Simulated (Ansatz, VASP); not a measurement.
MgS in VASP and in Ansatz

```
CELL_PARAMETERS angstrom
3.26282 0.00000 0.00000
0.00000 3.26282 0.00000
0.00000 0.00000 3.26282
ATOMIC_POSITIONS crystal
Mg 0.00000 0.00000 0.00000
S 0.50000 0.50000 0.50000
```

Alike in both runs: task single point; functional PBE-based screened hybrid; k mesh 4 × 4 × 4; occupations fermi-dirac, width 0.02 eV; no spin polarisation.

|  | VASP | Ansatz |
| --- | --- | --- |
| version | VASP 6.6.1 | Ansatz 0.2.0 |
| potentials or method | VASP PAW PBE potentials, release 64 (Mg, S) | plane waves |
| plane-wave cutoff (eV) | 520 | 420 |
| valence electrons in the cell | 8 | 16 |

|  | VASP | Ansatz | Ansatz less VASP |
| --- | --- | --- | --- |
| pressure (GPa) | -0.3 | 0.1 | +0.36 |

VASP's potentials were made for PBE, not for PBE-based screened hybrid. The functional is the same, so the differences come from potentials, cutoffs and numerics. VASP's potentials hold 8 valence electrons a cell and Ansatz's 16, so a difference there can come from the potentials and not from the codes. Ansatz's warnings: stress exchange threshold loose, stress scf threshold loose.

The k mesh is coarse, so the values compare programs but aren't converged.
